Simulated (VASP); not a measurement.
# Al2Ge3B3N (P4/mmm) in VASP: further runs

Runs on Al2Ge3B3N. Level: PBE. Tasks: single point, relaxation of cell and atoms.

Program: VASP 6.6.1. These are calculated values, not measurements. Logs are shortened: lines on timing, memory, paths and dates and some standing lists are left out, and cuts for length are marked.

### 1 The cell of the first run

Symmetry: P4/mmm, No. 123, tetragonal system. The conventional cell has a = 4.538 Å, b = 4.538 Å, c = 5.732 Å, α = 90.00°, β = 90.00°, γ = 90.00°. Al (site symmetry 4mm) has 1 B at 1.83 Å and 1 Al at 2.08 Å within 2.4 Å. Within 3.0 Å of Ge (site symmetry mmm) lie 4 B at 2.27 to 2.87 Å and 2 N at 2.27 Å and 4 Al at 2.91 Å. Ge (site symmetry 4/mmm) has 4 B at 2.27 Å and 2 N at 2.87 Å within 3.0 Å. Within 3.0 Å of B (site symmetry mmm) lie 4 Ge at 2.27 to 2.87 Å and 4 Al at 2.50 Å. B (site symmetry 4/mmm) has 2 Al at 1.83 Å and 4 Ge at 2.27 Å within 2.4 Å. N (site symmetry 4/mmm) has 6 Ge at 2.27 to 2.87 Å within 3.0 Å.

### 2 Single point, PBE

INCAR reads:

```
SYSTEM = Al2Ge3B3N
ALGO     = Normal         ! electronic algorithm
EDIFF    = 1E-6           ! SCF threshold, eV
ENCUT    = 520            ! plane-wave cutoff, eV
GGA      = PE             ! functional
ISIF     = 2              ! what is computed and relaxed
ISMEAR   = 0              ! smearing method
LASPH    = .TRUE.         ! aspherical terms in the spheres
LCHARG   = .FALSE.        ! write CHGCAR
LREAL    = .FALSE.        ! projectors in reciprocal space
LWAVE    = .FALSE.        ! write WAVECAR
NBANDS   = 41             ! bands
NELM     = 100            ! most SCF steps
PREC     = Accurate       ! precision mode
SIGMA    = 0.1            ! smearing width, eV
```

KPOINTS reads:

```
k-points
0
G
  4 4 4
  0 0 0
```

POSCAR reads:

```
Al2Ge3B3N
1.0
    4.5375021800      0.0000000000      0.0000000000
    0.0000000000      4.5375021800      0.0000000000
    0.0000000000      0.0000000000      5.7322428100
Al Ge B N
2 3 3 1
Direct
    0.0000000000      0.0000000000      0.8185327800
    0.0000000000      0.0000000000      0.1814672200
    0.0000000000      0.5000000000      0.5000000000
    0.5000000000      0.0000000000      0.5000000000
    0.5000000000      0.5000000000      0.0000000000
    0.0000000000      0.5000000000      0.0000000000
    0.5000000000      0.0000000000      0.0000000000
    0.0000000000      0.0000000000      0.5000000000
    0.5000000000      0.5000000000      0.5000000000
```

Potentials or basis: VASP PAW PBE potentials, release 64 (Al, Ge_d, B, N).

Started as:

```sh
$ cat potpaw_PBE.64/Al/POTCAR potpaw_PBE.64/Ge_d/POTCAR potpaw_PBE.64/B/POTCAR potpaw_PBE.64/N/POTCAR > POTCAR
$ mpirun -np 1 vasp_std > vasp.out
```

OUTCAR:

```text
SYSTEM = Al2Ge3B3N
   EDIFF = 1E-6
   ENCUT = 520
   GGA = PE
   ISIF = 2
   ISMEAR = 0
   LASPH = .TRUE.
   LREAL = .FALSE.
   NELM = 100
   PREC = Accurate

 ion  position               nearest neighbor table
   1  0.000  0.000  0.819-   8 1.83   2 2.08   7 2.50   6 2.50   6 2.50   7 2.50   3 2.91   4 2.91
                             4 2.91   3 2.91
   2  0.000  0.000  0.181-   8 1.83   1 2.08   7 2.50   6 2.50   6 2.50   7 2.50   3 2.91   4 2.91
                             4 2.91   3 2.91
   3  0.000  0.500  0.500-   8 2.27   9 2.27   8 2.27   9 2.27   1 2.91   2 2.91   1 2.91   2 2.91

   4  0.500  0.000  0.500-   8 2.27   9 2.27   9 2.27   8 2.27   1 2.91   1 2.91   2 2.91   2 2.91

   5  0.500  0.500  0.000-   6 2.27   7 2.27   7 2.27   6 2.27
   6  0.000  0.500  0.000-   5 2.27   5 2.27   1 2.50   1 2.50   2 2.50   2 2.50
   7  0.500  0.000  0.000-   5 2.27   5 2.27   1 2.50   2 2.50   1 2.50   2 2.50
   8  0.000  0.000  0.500-   1 1.83   2 1.83   3 2.27   4 2.27   3 2.27   4 2.27
   9  0.500  0.500  0.500-   3 2.27   4 2.27   4 2.27   3 2.27

  LATTYP: Found a simple tetragonal cell.
 ALAT       =     4.5375021800
 C/A-ratio  =     1.2633035936

  Lattice vectors:

 A1 = (   4.5375021800,   0.0000000000,   0.0000000000)
 A2 = (   0.0000000000,   4.5375021800,   0.0000000000)
 A3 = (   0.0000000000,   0.0000000000,   5.7322428100)

Analysis of symmetry for initial positions (statically):
=====================================================================
 Subroutine PRICEL returns:
 Original cell was already a primitive cell.

 Routine SETGRP: Setting up the symmetry group for a
 simple tetragonal supercell.

 Subroutine GETGRP returns: Found 16 space group operations
 (whereof 16 operations were pure point group operations)
 out of a pool of 16 trial point group operations.

The static configuration has the point symmetry D_4h.

Analysis of symmetry for dynamics (positions and initial velocities):
=====================================================================
 Subroutine PRICEL returns:
 Original cell was already a primitive cell.

 Routine SETGRP: Setting up the symmetry group for a
 simple tetragonal supercell.

 Subroutine GETGRP returns: Found 16 space group operations
 (whereof 16 operations were pure point group operations)
 out of a pool of 16 trial point group operations.

The dynamic configuration has the point symmetry D_4h.

 Subroutine INISYM returns: Found 16 space group operations
 (whereof 16 operations are pure point group operations),
 and found     1 'primitive' translations

----------------------------------------------------------------------------------------

                                     Primitive cell

  volume of cell :     118.0207

  direct lattice vectors                    reciprocal lattice vectors
     4.537502180  0.000000000  0.000000000     0.220385569  0.000000000  0.000000000
     0.000000000  4.537502180  0.000000000     0.000000000  0.220385569  0.000000000
     0.000000000  0.000000000  5.732242810     0.000000000  0.000000000  0.174451787

  length of vectors
     4.537502180  4.537502180  5.732242810     0.220385569  0.220385569  0.174451787

  position of ions in fractional coordinates (direct lattice)
     0.000000000  0.000000000  0.818532780
     0.000000000  0.000000000  0.181467220
     0.000000000  0.500000000  0.500000000
     0.500000000  0.000000000  0.500000000
     0.500000000  0.500000000  0.000000000
     0.000000000  0.500000000  0.000000000
     0.500000000  0.000000000  0.000000000
     0.000000000  0.000000000  0.500000000
     0.500000000  0.500000000  0.500000000

  ion indices of the primitive-cell ions
   primitive index   ion index
                 1           1
                 2           2
                 3           3
                 4           4
                 5           5
                 6           6
                 7           7
                 8           8
                 9           9

----------------------------------------------------------------------------------------

 KPOINTS: k-points

Automatic generation of k-mesh.
 Grid dimensions read from file:
 generate k-points for:    4    4    4

 Generating k-lattice:

  Cartesian coordinates                     Fractional coordinates (reciprocal lattice)
     0.055096392  0.000000000  0.000000000     0.250000000  0.000000000  0.000000000
     0.000000000  0.055096392  0.000000000     0.000000000  0.250000000  0.000000000
     0.000000000  0.000000000  0.043612947     0.000000000  0.000000000  0.250000000

  Length of vectors
     0.055096392  0.055096392  0.043612947

  Shift w.r.t. Gamma in fractional coordinates (k-lattice)
     0.000000000  0.000000000  0.000000000

 Subroutine IBZKPT returns following result:
 ===========================================

 Found     18 irreducible k-points:

 Following reciprocal coordinates:
            Coordinates               Weight
  0.000000  0.000000  0.000000      1.000000
  0.250000  0.000000  0.000000      4.000000
  0.500000  0.000000  0.000000      2.000000
  0.250000  0.250000  0.000000      4.000000
  0.500000  0.250000  0.000000      4.000000
  0.500000  0.500000  0.000000      1.000000
[... 10 lines left out ...]
  0.500000  0.250000  0.500000      4.000000
  0.500000  0.500000  0.500000      1.000000
   k-points           NKPTS =     18   k-points in BZ     NKDIM =     18   number of bands    NBANDS=     41
   number of dos      NEDOS =    301   number of ions     NIONS =      9
   total plane-waves  NPLWV =  62208
   dimension x,y,z NGX =    36 NGY =   36 NGZ =   48
   dimension x,y,z NGXF=    72 NGYF=   72 NGZF=   96
   ions per type =               2   3   3   1
   NGX,Y,Z   is equivalent  to a cutoff of  13.19, 13.19, 13.92 a.u.
   NGXF,Y,Z  is equivalent  to a cutoff of  26.38, 26.38, 27.84 a.u.
 SYSTEM =  Al2Ge3B3N
   PREC   = accura    normal or accurate (medium, high low for compatibility)
   ISTART =      0    job   : 0-new  1-cont  2-samecut
   ICHARG =      2    charge: 1-file 2-atom 10-const
   ISPIN  =      1    spin polarized calculation?
   LNONCOLLINEAR =      F non collinear calculations
   LSORBIT =      F    spin-orbit coupling
   LASPH  =      T    aspherical Exc in radial PAW
   ENCUT  =  520.0 eV  38.22 Ry    6.18 a.u.   8.44  8.44 10.66*2*pi/ulx,y,z
   NELM   =    100;   NELMIN=  2; NELMDL= -5     # of ELM steps
   EDIFF  = 0.1E-05   stopping-criterion for ELM
   LREAL  =      F    real-space projection
   EDIFFG = 0.1E-04   stopping-criterion for IOM
   NSW    =      0    number of steps for IOM
   IBRION =     -1    ionic relax: 0-MD 1-quasi-New 2-CG
   NFREE  =      0    steps in history (QN), initial steepest desc. (CG)
   ISIF   =      2    stress and relaxation
   ISYM   =      2    0-nonsym 1-usesym 2-fastsym
   POTIM  = 0.5000    time-step for ionic-motion
   TEBEG  =    0.0;   TEEND  =   0.0 temperature during run
   PSTRESS=    0.0 pullay stress
   NELECT =      62.0000    total number of electrons
   NUPDOWN=      -1.0000    fix difference up-down
   EMIN   =  10.00;   EMAX   =-10.00  energy-range for DOS
   EFERMI =   0.00;   METHOD = LEGACY
   ISMEAR =     0;   SIGMA  =   0.10  broadening in eV -4-tet -1-fermi 0-gaus
   EFERMI_NEDOS =   21; number of points for ismear=-14 and -15
   IALGO  =     38    algorithm
   IMIX   =      4    mixing-type and parameters
     AMIX     =   0.40;   BMIX     =  1.00
     AMIX_MAG =   1.60;   BMIX_MAG =  1.00
  volume/ion in A,a.u.               =      13.11        88.49
  Fermi-wavevector in a.u.,A,eV,Ry     =   1.320949  2.496231 23.740882  1.744906
  Thomas-Fermi vector in A             =   2.450738
   LORBIT       =      0    0 simple, 1 ext, 2 COOP (PROOUT), +10 PAW based schemes
   GGA     = PE    functional components
   LHFCALC =     F    Hartree Fock is set to
   AEXX    =    0.0000 exact exchange contribution
   IVDW    =     0    specifies the selected vdW correction
   LEPSILON=     F    determine dielectric tensor
   LRPA    =     F    only Hartree local field effects (RPA)
 non-spin polarized calculation
 Gauss-broadening in eV      SIGMA  =   0.10
  energy-cutoff  :      520.00
  volume of cell :      118.02
 maximum number of plane-waves:      3201
 NGX is ok and might be reduce to    36
   NGX = 17   NGY = 17   NGZ = 21

 number of electron      61.9999942 magnetization

 Free energy of the ion-electron system (eV)
  ---------------------------------------------------
  ext. energy  EPLUGINS =         0.00000000
  ---------------------------------------------------
  free energy    TOTEN  =       -40.40063380 eV

  energy without entropy =      -40.37621508  energy(sigma->0) =      -40.38842444

 E-fermi :   6.5797     XC(G=0): -11.1266

 val. band max:        6.5376474381   @ k =   0.2500   0.2500   0.2500
 cond. band min:       6.5929294215   @ k =   0.0000   0.0000   0.2500
 fundamental gap:      0.0552819834
 Fermi energy:         6.5796858402

 k-point     1 :       0.0000    0.0000    0.0000
  band No.  band energies     occupation
      1     -18.3041      2.00000
      2     -18.2778      2.00000
      3     -18.2694      2.00000
      4     -18.2694      2.00000
      5     -18.2630      2.00000
      6     -18.2598      2.00000
[... 33 lines left out ...]
     40      12.9556      0.00000
     41      13.1754      0.00000

 k-point     2 :       0.2500    0.0000    0.0000
  band No.  band energies     occupation
      1     -18.2968      2.00000
      2     -18.2689      2.00000
      3     -18.2679      2.00000
      4     -18.2675      2.00000
      5     -18.2672      2.00000
      6     -18.2550      2.00000
[... 33 lines left out ...]
     40      12.7823      0.00000
     41      12.8845      0.00000

 k-point     3 :       0.5000    0.0000    0.0000
  band No.  band energies     occupation
      1     -18.2829      2.00000
      2     -18.2801      2.00000
      3     -18.2655      2.00000
      4     -18.2649      2.00000
      5     -18.2582      2.00000
      6     -18.2570      2.00000
[... 33 lines left out ...]
     40      12.3847      0.00000
     41      12.5739      0.00000

 k-point     4 :       0.2500    0.2500    0.0000
  band No.  band energies     occupation
      1     -18.2940      2.00000
      2     -18.2733      2.00000
      3     -18.2713      2.00000
      4     -18.2621      2.00000
      5     -18.2614      2.00000
      6     -18.2613      2.00000
[... 561 lines left out ...]
     40      12.4161      0.00000
     41      13.0233      0.00000

 k-point    17 :       0.5000    0.2500    0.5000
  band No.  band energies     occupation
      1     -18.2854      2.00000
      2     -18.2844      2.00000
      3     -18.2718      2.00000
      4     -18.2657      2.00000
      5     -18.2590      2.00000
      6     -18.2501      2.00000
[... 33 lines left out ...]
     40      11.0447      0.00000
     41      11.8577      0.00000

 k-point    18 :       0.5000    0.5000    0.5000
  band No.  band energies     occupation
      1     -18.2882      2.00000
      2     -18.2882      2.00000
      3     -18.2746      2.00000
      4     -18.2692      2.00000
      5     -18.2565      2.00000
      6     -18.2472      2.00000
[... 33 lines left out ...]
     40      11.4600      0.00000
     41      11.7613      0.00000

------------------------ aborting loop because EDIFF is reached ----------------------------------------

  FORCE on cell =-STRESS in cart. coord.  units (eV):
  Direction    XX          YY          ZZ          XY          YZ          ZX
  --------------------------------------------------------------------------------------
  -------------------------------------------------------------------------------------
  Total       -8.0427027     -8.0427027     23.2039139      0.0000000      0.0000000      0.0000000
  in kB     -109.1828253   -109.1828253    315.0021779      0.0000000      0.0000000      0.0000000
  external PRESSURE =      32.2121758 kB  Pullay stress =       0.0000000 kB

 VOLUME and BASIS-vectors are now :
 -----------------------------------------------------------------------------
  energy-cutoff  :      520.00
  volume of cell :      118.02
      direct lattice vectors                 reciprocal lattice vectors
     4.537502180  0.000000000  0.000000000     0.220385569  0.000000000  0.000000000
     0.000000000  4.537502180  0.000000000     0.000000000  0.220385569  0.000000000
     0.000000000  0.000000000  5.732242810     0.000000000  0.000000000  0.174451787

 POSITION                                       TOTAL-FORCE (eV/Angst)
 -----------------------------------------------------------------------------------
      0.00000      0.00000      4.69203         0.000000      0.000000     -0.345893
      0.00000      0.00000      1.04021        -0.000000      0.000000      0.345893
      0.00000      2.26875      2.86612        -0.000000      0.000000     -0.000000
      2.26875      0.00000      2.86612        -0.000000      0.000000     -0.000000
      2.26875      2.26875      0.00000        -0.000000      0.000000     -0.000000
      0.00000      2.26875      0.00000        -0.000000      0.000000     -0.000000
      2.26875      0.00000      0.00000        -0.000000      0.000000     -0.000000
      0.00000      0.00000      2.86612        -0.000000      0.000000     -0.000000
      2.26875      2.26875      2.86612        -0.000000      0.000000     -0.000000
 -----------------------------------------------------------------------------------
    total drift:                                0.000000      0.000000      0.000000

  FREE ENERGIE OF THE ION-ELECTRON SYSTEM (eV)
  ---------------------------------------------------
  free  energy   TOTEN  =       -40.4006337982 eV

  energy  without entropy=      -40.3762150808  energy(sigma->0) =      -40.38842444
```

Wall time 2.1 min (1 thread of Oxide Virtual Turin-like, shared host); peak memory 0.24 GiB.

What came out:

```
Free energy            : -40.4006 eV
Pressure               : 3.2 GPa
Largest force          : 0.346 eV/Å
Band gap on the k mesh : zero (band 31 reaches 8.72 eV, above the bottom of band 32 at 6.03 eV)
```

Forces on the atoms (eV/Å):
```
Al   0.000  0.000 -0.346
Al   0.000  0.000  0.346
Ge   0.000  0.000  0.000
Ge   0.000  0.000  0.000
Ge   0.000  0.000  0.000
B    0.000  0.000  0.000
B    0.000  0.000  0.000
B    0.000  0.000  0.000
N    0.000  0.000  0.000
```

Levels at points of the mesh, in eV from the Fermi level:
```tsv
k point	band 29	band 30	band 31	band 32	band 33	band 34
(0.00, 0.00, 0.00)	-2.32	-1.52	-1.33	0.26	0.27	0.27
(0.50, 0.00, 0.00)	-1.92	-0.69	-0.69	0.34	1.86	2.91
(0.50, 0.50, 0.00)	-0.58	1.64	2.14	2.27	3.06	3.80
(0.00, 0.00, 0.50)	-2.22	-1.05	-0.71	-0.13	-0.13	1.57
(0.50, 0.00, 0.50)	-1.90	-1.05	-1.01	0.78	1.81	2.00
(0.50, 0.50, 0.50)	0.44	0.44	0.53	0.53	1.98	2.40
```

### 3 Single point, PBE

This run uses another cell than the first one, of 13.45 Å³/atom, 1.026 times its volume.

INCAR reads:

```
ALGO = Normal ; EDIFF = 1E-6
ENCUT = 520 ; GGA = PE
ISIF = 2 ; ISMEAR = 0
LASPH = True ; LCHARG = True
LELF = True ; LREAL = False
LVHAR = True ; LWAVE = False
NBANDS = 41 ; NELM = 100
PREC = Accurate ; SIGMA = 0.1
```

KPOINTS reads:

```
k-points
0
Gamma
  4 4 4
```

POSCAR reads:

```
Al2Ge3B3N
1.0
    4.2680247478      0.0000000000      0.0000000000
    0.0000000000      4.2680247478      0.0000000000
    0.0000000000      0.0000000000      6.6473076990
Al Ge B N
2 3 3 1
Direct
    0.0000000000      0.0000000000      0.8171608600
    0.0000000000      0.0000000000      0.1828391400
    0.0000000000      0.5000000000      0.5000000000
    0.5000000000      0.0000000000      0.5000000000
    0.5000000000      0.5000000000      0.0000000000
    0.0000000000      0.5000000000      0.0000000000
    0.5000000000      0.0000000000      0.0000000000
    0.0000000000      0.0000000000      0.5000000000
    0.5000000000      0.5000000000      0.5000000000
```

Potentials or basis: VASP PAW PBE potentials, release 64 (Al, Ge_d, B, N).

Started as:

```sh
$ cat potpaw_PBE.64/Al/POTCAR potpaw_PBE.64/Ge_d/POTCAR potpaw_PBE.64/B/POTCAR potpaw_PBE.64/N/POTCAR > POTCAR
$ mpirun -np 1 vasp_std > vasp.out
```

Wall time 2 min (1 thread of Oxide Virtual Turin-like, shared host); peak memory 0.23 GiB.

The run converged. Its results:

```yaml
Free_energy: -42.3434 eV
Pressure: 0.0 GPa
Band_gap_on_the_k_mesh: zero (band 31 reaches 8.99 eV, above the bottom of band 32 at 5.72 eV)
```

Forces on the atoms (eV/Å):
```
Al   0.000  0.000  0.002
Al   0.000  0.000 -0.002
Ge   0.000  0.000  0.000
Ge   0.000  0.000  0.000
Ge   0.000  0.000  0.000
B    0.000  0.000  0.000
B    0.000  0.000  0.000
B    0.000  0.000  0.000
N    0.000  0.000  0.000
```

Levels at points of the mesh, in eV from the Fermi level:
| k point | band 29 | band 30 | band 31 | band 32 | band 33 | band 34 |
| --- | --- | --- | --- | --- | --- | --- |
| (0.00, 0.00, 0.00) | -2.17 | -1.66 | -0.58 | 0.29 | 0.37 | 0.37 |
| (0.50, 0.00, 0.00) | -2.28 | -0.93 | -0.68 | 0.84 | 1.59 | 2.72 |
| (0.50, 0.50, 0.00) | -0.38 | 1.03 | 2.36 | 2.36 | 2.66 | 2.68 |
| (0.00, 0.00, 0.50) | -2.18 | -1.19 | 0.16 | 0.22 | 0.22 | 1.13 |
| (0.50, 0.00, 0.50) | -2.63 | -2.60 | -2.45 | 1.02 | 1.34 | 2.55 |
| (0.50, 0.50, 0.50) | -0.90 | -0.53 | -0.06 | -0.06 | 0.00 | 2.67 |

Caveat: the k points lie up to 0.37 Å⁻¹ apart.

[end of part 1 of 2]
